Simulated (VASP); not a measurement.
A run of VASP 6.6.1 is set up as follows.

File POSCAR:

```
C
1.0
    2.3988434273      0.0000000000      0.0000000000
   -1.1994217136      2.0774593477      0.0000000000
    0.0000000000      0.0000000000      3.9948189634
C
4
Direct
    0.3333333333      0.6666666667      0.0627304278
    0.6666666667      0.3333333333      0.5627304278
    0.3333333333      0.6666666667      0.4372695722
    0.6666666667      0.3333333333      0.9372695722
```

INCAR.step1

```
SYSTEM = C
ALGO = Normal
EDIFF = 1E-4
ENCUT = 520
GGA = PE
ISMEAR = -1
LASPH = .True.
LCHARG = .False.
LREAL = .False.
LWAVE = .True.
NBANDS = 16
NELM = 60
PREC = Accurate
SIGMA = 0.05
```

Contents of INCAR.step2:

```
SYSTEM = C
ALGO = Normal
EDIFF = 1E-7
ENCUT = 520
ISIF = 2
ISMEAR = -1
ISTART = 1
LASPH = .True.
LCHARG = .False.
LMIXTAU = .True.
LREAL = .False.
LWAVE = .False.
METAGGA = R2SCAN
NBANDS = 16
NELM = 60
PREC = Accurate
SIGMA = 0.05
```

The input KPOINTS:

```
k-points
0
Gamma
  12 12 7
  0 0 0
```

Potentials or basis: VASP PAW PBE potentials, release 64 (C).

The run is started by

```bash
$ cat potpaw_PBE.64/C/POTCAR > POTCAR
$ cp INCAR.step1 INCAR
$ mpirun -np 1 vasp_std > vasp.out
$ cp INCAR.step2 INCAR
$ mpirun -np 1 vasp_std > vasp.out
```

What does it give for the largest force?

0.189 eV/Å.

Predict the pressure.

74.5 GPa.

What does it give for the band gap on the k mesh?

3.09 eV, indirect (least direct gap 5.39 eV).

Forces on the atoms (eV/Å):
```
C    0.000  0.000  0.189
C    0.000  0.000  0.189
C    0.000  0.000 -0.189
C    0.000  0.000 -0.189
```

Caveat: the PAW data sets were made with another functional, which shifts forces and pressure a little. A k mesh can miss the band edges.
